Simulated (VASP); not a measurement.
Wanted: the native input for a VASP 6.6.1 run.

- Task: single point
- Functional: PBEsol
- Potentials or basis: VASP PAW PBE potentials, release 64 (Mn_pv, F)
- Cutoff: 520 eV
- k mesh: 4 × 4 × 6
- Occupations: gaussian, width 0.05 eV
- Spin: collinear spin, ferromagnetic start
- Starting moments: [4.65, 4.65, 0.07, 0.07, 0.07, 0.07] μB
- Hubbard terms: Mn d U = 4.0 eV
- Dipole correction: no
- Further INCAR settings: ALGO = Normal; EDIFF = 1e-06; NBANDS = 40

The structure of MnF2 lies in POSCAR:

```
MnF2
1.0
    4.8733996600      0.0000000000      0.0000000000
    0.0000000000      4.8733996600      0.0000000000
    0.0000000000      0.0000000000      3.3098997700
Mn F
2 4
Direct
    0.0000000000      0.0000000000      0.0000000000
    0.5000000000      0.5000000000      0.5000000000
    0.3050000000      0.3050000000      0.0000000000
    0.1950000000      0.8050000000      0.5000000000
    0.6950000000      0.6950000000      0.0000000000
    0.8050000000      0.1950000000      0.5000000000
```

One way to write it, as run:

INCAR

```
PREC = Accurate ; ENCUT = 520
EDIFF = 1E-6 ; ISMEAR = 0
SIGMA = 0.05 ; LREAL = F
LASPH = T ; NELM = 150
ALGO = Normal ; ISIF = 2
LWAVE = F ; LCHARG = F
ISPIN = 2 ; MAGMOM = 4.65 4.65 0.07 0.07 0.07 0.07
LORBIT = 11 ; LMAXMIX = 4
LDAU = T ; LDAUTYPE = 2
LDAUL = 2 -1 ; LDAUU = 4 0
LDAUJ = 0 0 ; LDAUPRINT = 1
GGA = PS ; NBANDS = 40
```

KPOINTS

```
regular mesh
0
Gamma
  4 4 6
```

Potentials or basis: VASP PAW PBE potentials, release 64 (Mn_pv, F).

Command:

```sh
$ cat potpaw_PBE.64/Mn_pv/POTCAR potpaw_PBE.64/F/POTCAR > POTCAR
$ mpirun -np 1 vasp_std > vasp.out
```

Results of the run:

```yaml
Pressure: 0.6 GPa
Largest_force: 0.008 eV/Å
Band_gap_on_the_k_mesh: 2.25 eV
Net_moment: 10.00 μB per cell
Site_moments: Mn +4.68; F +0.05 μB
Valence_electrons_inside_the_program's_atomic_spheres: Mn 11.27; F 6.09
```

Caveat: the PAW data sets were made with another functional, which shifts forces and pressure a little; only a ferromagnetic start was run, and an antiferromagnetic order may lie lower in energy.

Wall time 50 s on 1 thread of Intel(R) Xeon(R) 6975P-C (Granite Rapids), with other jobs on the host, peak memory 0.27 GiB.
